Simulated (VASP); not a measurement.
Crystal: MgO (Periclase).

```
Mg O
1.0
     0.00000    2.10217    2.10217
     2.10217    0.00000    2.10217
     2.10217    2.10217    0.00000
Mg O
1 1
Direct
  0.00000 0.00000 0.00000
  0.50000 0.50000 0.50000
```

Base run:

```yaml
Program: VASP 6.6.1
Functional: r2SCAN
Potentials_or_basis: VASP PAW PBE potentials, release 64 (Mg, O)
Cutoff: 520 eV
k_mesh: 10 × 10 × 10
Occupations: gaussian, width 0.01 eV
Spin: no spin polarisation
```

Its results: band gap on the k mesh 5.66 eV, direct; pressure -1.1 GPa.

Problem. The run is repeated on the same cell with these changes: functional from r2SCAN to LDA; potentials or basis from VASP PAW PBE potentials, release 64 (Mg, O) to VASP PAW LDA potentials, release 64 (Mg, O). What comes out?

Solution. Band gap on the k mesh 4.71 eV, direct; pressure -6.9 GPa.

Caveats: the PAW data sets were made with another functional, which shifts forces and pressure a little (some runs).

